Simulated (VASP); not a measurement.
The system is PbS.

```xyz
2
Lattice="0.0000 2.9657 2.9657 2.9657 0.0000 2.9657 2.9657 2.9657 0.0000" Properties=species:S:1:pos:R:3 pbc="T T T"
Pb    0.0000    0.0000    0.0000
S     2.9657    2.9657    2.9657
```

Base run:

* Program: VASP 6.6.1
* Functional: B3LYP
* Potentials or basis: VASP PAW PBE potentials, release 64 (Pb_d, S)
* Cutoff: 400 eV
* k mesh: 5 × 5 × 5
* Occupations: fermi-dirac, width 0.05 eV
* Spin: no spin polarisation

Its results: pressure 4.3 GPa.

Task: The run is repeated on the same cell with these changes: functional from B3LYP to HSE06; share of exact exchange from 0.2 to 0.25. What comes out?

Result: Pressure 0.9 GPa.

Caveats: the PAW data sets were made with another functional, which shifts forces and pressure a little; the cell stands under pressure (at least some runs).
